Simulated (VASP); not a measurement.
# CaSe (Fm-3m) in VASP: notebook

CaSe is run at these levels: PBE, r2SCAN; tasks: single point.

Program: VASP 6.6.1. These are calculated values, not measurements. Logs are shortened: lines on timing, memory, paths and dates and some standing lists are left out, and cuts for length are marked.

### Step 1. The cell of the first run

Symmetry: Fm-3m, No. 225, cubic system. The conventional cell has a = 5.621 Å, b = 5.621 Å, c = 5.621 Å, α = 90.00°, β = 90.00°, γ = 90.00°. Ca (site symmetry m-3m) has 6 Se at 2.81 Å within 3.7 Å. Se (site symmetry m-3m) has 6 Ca at 2.81 Å within 3.7 Å.

### Step 2. Single point, PBE (strain -5.3%)

INCAR reads:

```
ALGO     = Normal         # electronic algorithm
EDIFF    = 1E-7           # SCF threshold, eV
ENCUT    = 520            # plane-wave cutoff, eV
GGA      = PE             # functional
ISIF     = 2              # what is computed and relaxed
ISMEAR   = -1             # smearing method
LASPH    = True           # aspherical terms in the spheres
LCHARG   = False          # write CHGCAR
LREAL    = False          # projectors in reciprocal space
LWAVE    = False          # write WAVECAR
NBANDS   = 15             # bands
NELM     = 100            # most SCF steps
PREC     = Accurate       # precision mode
SIGMA    = 0.02           # smearing width, eV
```

KPOINTS reads:

```
k-points
0
Gamma
  8 8 8
```

POSCAR reads:

```
CaSe
1.0
    0.0000000000      2.8105482325      2.8105482325
    2.8105482325      0.0000000000      2.8105482325
    2.8105482325      2.8105482325      0.0000000000
Ca Se
1 1
Direct
    0.0000000000      0.0000000000      0.0000000000
    0.5000000000      0.5000000000      0.5000000000
```

Potentials or basis: VASP PAW PBE potentials, release 64 (Ca_sv, Se).

Started as:

```sh
cat potpaw_PBE.64/Ca_sv/POTCAR potpaw_PBE.64/Se/POTCAR > POTCAR
mpirun -np 1 vasp_std > vasp.out
```

OUTCAR:

```text
EDIFF = 1E-7
   ENCUT = 520
   GGA = PE
   ISIF = 2
   ISMEAR = -1
   LASPH = True
   LREAL = False
   NELM = 100
   PREC = Accurate

 ion  position               nearest neighbor table
   1  0.000  0.000  0.000-   2 2.81   2 2.81   2 2.81   2 2.81   2 2.81   2 2.81
   2  0.500  0.500  0.500-   1 2.81   1 2.81   1 2.81   1 2.81   1 2.81   1 2.81

  LATTYP: Found a face centered cubic cell.
 ALAT       =     5.6210964650

  Lattice vectors:

 A1 = (   0.0000000000,   2.8105482325,   2.8105482325)
 A2 = (   2.8105482325,   0.0000000000,   2.8105482325)
 A3 = (   2.8105482325,   2.8105482325,   0.0000000000)

Analysis of symmetry for initial positions (statically):
=====================================================================
 Subroutine PRICEL returns:
 Original cell was already a primitive cell.

 Routine SETGRP: Setting up the symmetry group for a
 face centered cubic supercell.

 Subroutine GETGRP returns: Found 48 space group operations
 (whereof 48 operations were pure point group operations)
 out of a pool of 48 trial point group operations.

The static configuration has the point symmetry O_h .

Analysis of symmetry for dynamics (positions and initial velocities):
=====================================================================
 Subroutine PRICEL returns:
 Original cell was already a primitive cell.

 Routine SETGRP: Setting up the symmetry group for a
 face centered cubic supercell.

 Subroutine GETGRP returns: Found 48 space group operations
 (whereof 48 operations were pure point group operations)
 out of a pool of 48 trial point group operations.

The dynamic configuration has the point symmetry O_h .

 Subroutine INISYM returns: Found 48 space group operations
 (whereof 48 operations are pure point group operations),
 and found     1 'primitive' translations

----------------------------------------------------------------------------------------

                                     Primitive cell

  volume of cell :      44.4021

  direct lattice vectors                    reciprocal lattice vectors
     0.000000000  2.810548232  2.810548232    -0.177901234  0.177901234  0.177901234
     2.810548232  0.000000000  2.810548232     0.177901234 -0.177901234  0.177901234
     2.810548232  2.810548232  0.000000000     0.177901234  0.177901234 -0.177901234

  length of vectors
     3.974715428  3.974715428  3.974715428     0.308133977  0.308133977  0.308133977

  position of ions in fractional coordinates (direct lattice)
     0.000000000  0.000000000  0.000000000
     0.500000000  0.500000000  0.500000000

  ion indices of the primitive-cell ions
   primitive index   ion index
                 1           1
                 2           2

----------------------------------------------------------------------------------------

 KPOINTS: k-points

Automatic generation of k-mesh.
 Grid dimensions read from file:
 generate k-points for:    8    8    8

 Generating k-lattice:

  Cartesian coordinates                     Fractional coordinates (reciprocal lattice)
    -0.022237654  0.022237654  0.022237654     0.125000000  0.000000000  0.000000000
     0.022237654 -0.022237654  0.022237654     0.000000000  0.125000000  0.000000000
     0.022237654  0.022237654 -0.022237654     0.000000000  0.000000000  0.125000000

  Length of vectors
     0.038516747  0.038516747  0.038516747

  Shift w.r.t. Gamma in fractional coordinates (k-lattice)
     0.000000000  0.000000000  0.000000000

 Subroutine IBZKPT returns following result:
 ===========================================

 Found     29 irreducible k-points:

 Following reciprocal coordinates:
            Coordinates               Weight
  0.000000  0.000000  0.000000      1.000000
  0.125000  0.000000  0.000000      8.000000
  0.250000  0.000000  0.000000      8.000000
  0.375000  0.000000  0.000000      8.000000
  0.500000  0.000000  0.000000      4.000000
  0.125000  0.125000  0.000000      6.000000
[... 16 lines left out ...]
  0.500000  0.250000  0.125000     48.000000
 -0.375000  0.250000  0.125000     24.000000
 [... further k-points ...]
   k-points           NKPTS =     29   k-points in BZ     NKDIM =     29   number of bands    NBANDS=     15
   number of dos      NEDOS =    301   number of ions     NIONS =      2
   total plane-waves  NPLWV =  27000
   dimension x,y,z NGX =    30 NGY =   30 NGZ =   30
   dimension x,y,z NGXF=    60 NGYF=   60 NGZF=   60
   ions per type =               1   1
   NGX,Y,Z   is equivalent  to a cutoff of  12.55, 12.55, 12.55 a.u.
   NGXF,Y,Z  is equivalent  to a cutoff of  25.10, 25.10, 25.10 a.u.
 SYSTEM =  unknown system
   PREC   = accura    normal or accurate (medium, high low for compatibility)
   ISTART =      0    job   : 0-new  1-cont  2-samecut
   ICHARG =      2    charge: 1-file 2-atom 10-const
   ISPIN  =      1    spin polarized calculation?
   LNONCOLLINEAR =      F non collinear calculations
   LSORBIT =      F    spin-orbit coupling
   LASPH  =      T    aspherical Exc in radial PAW
   ENCUT  =  520.0 eV  38.22 Ry    6.18 a.u.   7.39  7.39  7.39*2*pi/ulx,y,z
   NELM   =    100;   NELMIN=  2; NELMDL= -5     # of ELM steps
   EDIFF  = 0.1E-06   stopping-criterion for ELM
   LREAL  =      F    real-space projection
   EDIFFG = 0.1E-05   stopping-criterion for IOM
   NSW    =      0    number of steps for IOM
   IBRION =     -1    ionic relax: 0-MD 1-quasi-New 2-CG
   NFREE  =      0    steps in history (QN), initial steepest desc. (CG)
   ISIF   =      2    stress and relaxation
   ISYM   =      2    0-nonsym 1-usesym 2-fastsym
   POTIM  = 0.5000    time-step for ionic-motion
   TEBEG  =    0.0;   TEEND  =   0.0 temperature during run
   PSTRESS=    0.0 pullay stress
   NELECT =      16.0000    total number of electrons
   NUPDOWN=      -1.0000    fix difference up-down
   EMIN   =  10.00;   EMAX   =-10.00  energy-range for DOS
   EFERMI =   0.00;   METHOD = LEGACY
   ISMEAR =    -1;   SIGMA  =   0.02  broadening in eV -4-tet -1-fermi 0-gaus
   EFERMI_NEDOS =   21; number of points for ismear=-14 and -15
   IALGO  =     38    algorithm
   IMIX   =      4    mixing-type and parameters
     AMIX     =   0.40;   BMIX     =  1.00
     AMIX_MAG =   1.60;   BMIX_MAG =  1.00
  volume/ion in A,a.u.               =      22.20       149.82
  Fermi-wavevector in a.u.,A,eV,Ry     =   1.164967  2.201469 18.465135  1.357149
  Thomas-Fermi vector in A             =   2.301499
   LORBIT       =      0    0 simple, 1 ext, 2 COOP (PROOUT), +10 PAW based schemes
   GGA     = PE    functional components
   LHFCALC =     F    Hartree Fock is set to
   AEXX    =    0.0000 exact exchange contribution
   IVDW    =     0    specifies the selected vdW correction
   LEPSILON=     F    determine dielectric tensor
   LRPA    =     F    only Hartree local field effects (RPA)
 non-spin polarized calculation
  energy-cutoff  :      520.00
  volume of cell :       44.40
 maximum number of plane-waves:      1243
 NGX is ok and might be reduce to    30
   NGX = 15   NGY = 15   NGZ = 15

 number of electron      15.9999998 magnetization

 Free energy of the ion-electron system (eV)
  ---------------------------------------------------
  ext. energy  EPLUGINS =         0.00000000
  ---------------------------------------------------
  free energy    TOTEN  =        -9.19953327 eV

  energy without entropy =       -9.19953327  energy(sigma->0) =       -9.19953327

 E-fermi :   4.0612     XC(G=0):  -9.8218

 val. band max:        3.6091963371   @ k =   0.0000   0.0000   0.0000
 cond. band min:       5.1802529481   @ k =   0.5000   0.5000   0.0000
 fundamental gap:      1.5710566111
 Fermi energy:         4.0611509966

 k-point     1 :       0.0000    0.0000    0.0000
  band No.  band energies     occupation
      1     -35.7240      2.00000
      2     -16.7469      2.00000
      3     -16.7469      2.00000
      4     -16.7469      2.00000
      5      -8.7875      2.00000
      6       3.6092      2.00000
      7       3.6092      2.00000
      8       3.6092      2.00000
      9       7.1897      0.00000
     10       7.1897      0.00000
     11       7.1897      0.00000
     12       7.8535      0.00000
     13       7.9237      0.00000
     14       7.9237      0.00000
     15      13.4856      0.00000

 k-point     2 :       0.1250    0.0000    0.0000
  band No.  band energies     occupation
      1     -35.7217      2.00000
      2     -16.7832      2.00000
      3     -16.7488      2.00000
      4     -16.7488      2.00000
      5      -8.6496      2.00000
      6       2.7188      2.00000
      7       3.2740      2.00000
      8       3.2740      2.00000
      9       7.2579      0.00000
     10       7.4511      0.00000
     11       7.4511      0.00000
     12       8.4590      0.00000
     13       8.4590      0.00000
     14       8.7725      0.00000
     15      13.8752      0.00000

 k-point     3 :       0.2500    0.0000    0.0000
  band No.  band energies     occupation
      1     -35.7161      2.00000
      2     -16.8683      2.00000
      3     -16.7533      2.00000
      4     -16.7533      2.00000
      5      -8.2973      2.00000
      6       1.2529      2.00000
      7       2.6655      2.00000
      8       2.6655      2.00000
      9       7.3942      0.00000
     10       8.0831      0.00000
     11       8.0831      0.00000
     12       9.7262      0.00000
     13       9.7262      0.00000
     14      10.2807      0.00000
     15      13.8325      0.00000
[... 343 lines left out ...]
 k-point    23 :       0.5000    0.2500    0.1250
  band No.  band energies     occupation
      1     -35.7075      2.00000
      2     -16.9195      2.00000
      3     -16.8066      2.00000
      4     -16.7718      2.00000
      5      -7.8963      2.00000
      6       0.4071      2.00000
      7       1.8357      2.00000
      8       2.1467      2.00000
      9       7.4756      0.00000
     10       9.1895      0.00000
     11       9.4841      0.00000
     12       9.7092      0.00000
     13      10.2971      0.00000
     14      12.2183      0.00000
     15      12.5968      0.00000

 k-point    24 :      -0.3750    0.2500    0.1250
  band No.  band energies     occupation
      1     -35.7057      2.00000
      2     -16.9368      2.00000
      3     -16.8098      2.00000
      4     -16.7781      2.00000
      5      -7.7940      2.00000
      6       0.2368      2.00000
      7       1.6072      2.00000
      8       2.0360      2.00000
      9       8.2248      0.00000
     10       8.5356      0.00000
     11       9.7361      0.00000
     12      10.2099      0.00000
     13      10.5635      0.00000
     14      11.4612      0.00000
     15      13.3289      0.00000

 [... further k-points ...]

------------------------ aborting loop because EDIFF is reached ----------------------------------------

  FORCE on cell =-STRESS in cart. coord.  units (eV):
  Direction    XX          YY          ZZ          XY          YZ          ZX
  --------------------------------------------------------------------------------------
  -------------------------------------------------------------------------------------
  Total        3.4019277      3.4019277      3.4019277     -0.0000000      0.0000000      0.0000000
  in kB      122.7531184    122.7531184    122.7531184     -0.0000000      0.0000000      0.0000000
  external PRESSURE =     122.7531184 kB  Pullay stress =       0.0000000 kB

 VOLUME and BASIS-vectors are now :
 -----------------------------------------------------------------------------
  energy-cutoff  :      520.00
  volume of cell :       44.40
      direct lattice vectors                 reciprocal lattice vectors
     0.000000000  2.810548232  2.810548232    -0.177901234  0.177901234  0.177901234
     2.810548232  0.000000000  2.810548232     0.177901234 -0.177901234  0.177901234
     2.810548232  2.810548232  0.000000000     0.177901234  0.177901234 -0.177901234

 POSITION                                       TOTAL-FORCE (eV/Angst)
 -----------------------------------------------------------------------------------
      0.00000      0.00000      0.00000         0.000000      0.000000      0.000000
      2.81055      2.81055      2.81055        -0.000000     -0.000000     -0.000000
 -----------------------------------------------------------------------------------
    total drift:                               -0.000000      0.000000      0.000000

  FREE ENERGIE OF THE ION-ELECTRON SYSTEM (eV)
  ---------------------------------------------------
  free  energy   TOTEN  =        -9.1995332700 eV

  energy  without entropy=       -9.1995332700  energy(sigma->0) =       -9.19953327
```

It took 29 s on 1 thread of Intel Xeon 8259CL, shared host; peak memory 0.18 GiB.

What came out:

```
Free energy            : -9.1995 eV
Pressure               : 12.3 GPa
Band gap on the k mesh : 1.57 eV (least direct gap 2.65 eV)
```

Levels at points of the mesh, in eV from the valence-band top:
```tsv
k point	band 4	band 5	band 6	band 7	band 8	band 9	band 10	band 11	band 12	band 13
(0.00, 0.00, 0.00)	-20.36	-12.40	0.00	0.00	0.00	3.58	3.58	3.58	4.24	4.31
(0.50, 0.00, 0.00)	-20.37	-11.34	-3.92	-1.57	-1.57	4.75	5.85	5.85	5.89	8.46
(0.50, 0.50, 0.00)	-20.42	-11.63	-2.92	-1.08	-1.08	1.57	5.26	5.75	6.52	6.52
```

Caveat: the cell differs from its parent crystal (strain -5.3%); the cell stands under pressure. A k mesh can miss the band edges.

### Step 3. Single point, r2SCAN (strain -5.3%)

POSCAR is that of step 2.

INCAR.step1 reads:

```
SYSTEM = CaSe
ALGO = Normal
EDIFF = 1E-4
ENCUT = 520
GGA = PE
ISMEAR = 0
LASPH = .TRUE.
LCHARG = .FALSE.
LREAL = .FALSE.
LWAVE = .TRUE.
NBANDS = 15
NELM = 100
PREC = Accurate
SIGMA = 0.01
```

INCAR.step2 reads:

```
SYSTEM = CaSe
ALGO = Normal
EDIFF = 1E-6
ENCUT = 520
ISIF = 2
ISMEAR = 0
ISTART = 1
LASPH = .TRUE.
LCHARG = .TRUE.
LELF = .TRUE.
LMIXTAU = .TRUE.
LREAL = .FALSE.
LVHAR = .TRUE.
LWAVE = .FALSE.
METAGGA = R2SCAN
NBANDS = 15
NELM = 100
PREC = Accurate
SIGMA = 0.01
```

KPOINTS reads:

```
k-points
0
G
  8 8 8
  0 0 0
```

Potentials or basis: VASP PAW PBE potentials, release 64 (Ca_sv, Se).

Started as:

```sh
cat potpaw_PBE.64/Ca_sv/POTCAR potpaw_PBE.64/Se/POTCAR > POTCAR
cp INCAR.step1 INCAR
mpirun -np 1 vasp_std > vasp.out
cp INCAR.step2 INCAR
mpirun -np 1 vasp_std > vasp.out
```

It took 1.8 min on 1 thread of Intel Xeon 8259CL, shared host; peak memory 0.18 GiB.

Results (log left out):

* Free energy: -25.7083 eV
* Pressure: 12.3 GPa
* Band gap on the k mesh: 2.04 eV (least direct gap 3.13 eV)

Levels at points of the mesh, in eV from the valence-band top:
```csv
k point,band 6,band 7,band 8,band 9,band 10,band 11
"(0.00, 0.00, 0.00)",0.00,0.00,0.00,4.10,4.10,4.10
"(0.50, 0.00, 0.00)",-3.92,-1.57,-1.57,5.37,6.47,6.47
"(0.50, 0.50, 0.00)",-2.95,-1.10,-1.10,2.04,5.83,6.53
```

Caveat: the cell differs from its parent crystal (strain -5.3%); the cell stands under pressure; the PAW data sets were made with another functional, which shifts forces and pressure a little.
